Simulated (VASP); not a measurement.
The system is TePtSe3.

```
CELL_PARAMETERS angstrom
5.02281 0.00000 0.00000
0.00000 5.02281 0.00000
0.00000 0.00000 6.35848
ATOMIC_POSITIONS crystal
Te 0.00000 0.00000 0.89511
Pt 0.50000 0.50000 0.13773
Se 0.00000 0.00000 0.51798
Se 0.00000 0.50000 0.10351
Se 0.50000 0.00000 0.10351
```

The cell was built from a structure type or drawn by symmetry, and may not be a known phase.

| Property | Result |
| --- | --- |
| Program | VASP 6.6.1 |
| Task | relaxation of cell and atoms |
| Functional | PBE |
| Potentials or basis | VASP PAW PBE potentials, release 64 (Te, Pt, Se) |
| Cutoff | 600 eV |
| k mesh | 8 × 8 × 6 |
| Occupations | gaussian, width 0.1 eV |
| Spin | no spin polarisation |

At the start: pressure 0.3 GPa; volume 32.08 Å³/atom.

Task: Where does the relaxation end?

Result: Over 28 steps the energy falls by 14.8 meV/atom and the volume is 32.34 Å³/atom (+0.8 %); space group P4mm (No. 99, to 0.1 Å) before and after.

The path:
| step | energy change (eV) | largest force (eV/Å) | pressure (GPa) | volume (Å³) |
| --- | --- | --- | --- | --- |
| 1 | 0.0000 | 0.4279 | 0.34 | 160.42 |
| 2 | -0.0116 | 0.3577 | -0.26 | 162.00 |
| 3 | -0.0123 | 0.4383 | -0.44 | 162.52 |
| 4 | -0.0206 | 0.4029 | -0.40 | 162.52 |
| 5 | -0.0417 | 0.3030 | -0.27 | 162.49 |
| 6 | -0.0639 | 0.1324 | -0.07 | 162.43 |
| 7 | -0.0641 | 0.0965 | -0.09 | 162.44 |
| 8 | -0.0642 | 0.1098 | -0.09 | 162.44 |
| 9 | -0.0678 | 0.1469 | 0.06 | 162.04 |
| 10 | -0.0688 | 0.2037 | 0.20 | 161.69 |
| 11 | -0.0719 | 0.0915 | 0.12 | 162.14 |
| 12 | -0.0731 | 0.0603 | 0.03 | 162.66 |
| 13 | -0.0734 | 0.0286 | -0.06 | 162.83 |
| 14 | -0.0734 | 0.0290 | -0.06 | 162.83 |
| 15 | -0.0736 | 0.0071 | -0.03 | 162.67 |
| 16 | -0.0736 | 0.0190 | 0.00 | 162.53 |
| 17 | -0.0737 | 0.0158 | -0.01 | 162.51 |
| 18 | -0.0738 | 0.0137 | -0.07 | 162.46 |
| 19 | -0.0738 | 0.0144 | -0.05 | 162.36 |
| 20 | -0.0739 | 0.0155 | -0.03 | 162.20 |
| 21 | -0.0739 | 0.0177 | 0.03 | 161.88 |
| 22 | -0.0739 | 0.0172 | 0.02 | 161.96 |
| 23 | -0.0739 | 0.0153 | 0.01 | 161.94 |
| 24 | -0.0739 | 0.0275 | -0.01 | 161.90 |
| 25 | -0.0739 | 0.0253 | -0.01 | 161.87 |
| 26 | -0.0740 | 0.0184 | -0.01 | 161.80 |
| 27 | -0.0740 | 0.0106 | -0.01 | 161.64 |
| 28 | -0.0740 | 0.0093 | 0.00 | 161.70 |

Final structure:
```
Te Pt Se
1.0
     4.95343    0.00000    0.00000
     0.00000    4.95343    0.00000
     0.00000    0.00000    6.58999
Te Pt Se
1 1 3
Direct
  0.00000 0.00000 0.87770
  0.50000 0.50000 0.16760
  0.00000 0.00000 0.51132
  0.00000 0.50000 0.10061
  0.50000 0.00000 0.10061
```
